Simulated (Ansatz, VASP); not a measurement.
## Be3H: VASP beside Ansatz

```
Be H
1.0
     2.35698   -2.91867    0.00718
     2.35698    2.91867    0.00718
    -0.52477    0.00000    4.41304
Be H
6 2
Direct
  0.00229 0.61383 0.31638
  0.93895 0.39583 0.78136
  0.61383 0.00229 0.31638
  0.39583 0.93895 0.78136
  0.45434 0.45434 0.03811
  0.47268 0.47268 0.53544
  0.99145 0.99145 0.30507
  0.13063 0.13063 0.92589
```

Change from the starting cell: the structure that the rattled Cu3Au (L1_2) type (Pm-3m, No. 221) fell into.

Alike in both runs: functional PBE; k mesh 10 × 10 × 8; occupations gaussian, width 0.1 eV; no spin polarisation.

Ansatz relaxed the structure, and its values are those at the end. VASP's run is a single point on that final structure, the one shown.

|  | VASP | Ansatz |
| --- | --- | --- |
| version | VASP 6.6.1 | Ansatz 0.2.0 |
| potentials or method | VASP PAW PBE potentials, release 64 (Be, H), cutoff 520 eV | scalar-relativistic, plane waves, PAW |
| valence electrons in the cell | 14 | 14 |

```csv
,VASP,Ansatz,Ansatz less VASP
gap on the k mesh at the Fermi level (eV),none,none,-
pressure (GPa),0.1,0.0,-0.06
rms of the force components (eV/Å),0.004,0.002,-0.0021
```

A gap of «none» marks a metal or a gap that the smearing closes. The functional is the same, so the differences come from potentials, cutoffs and numerics.
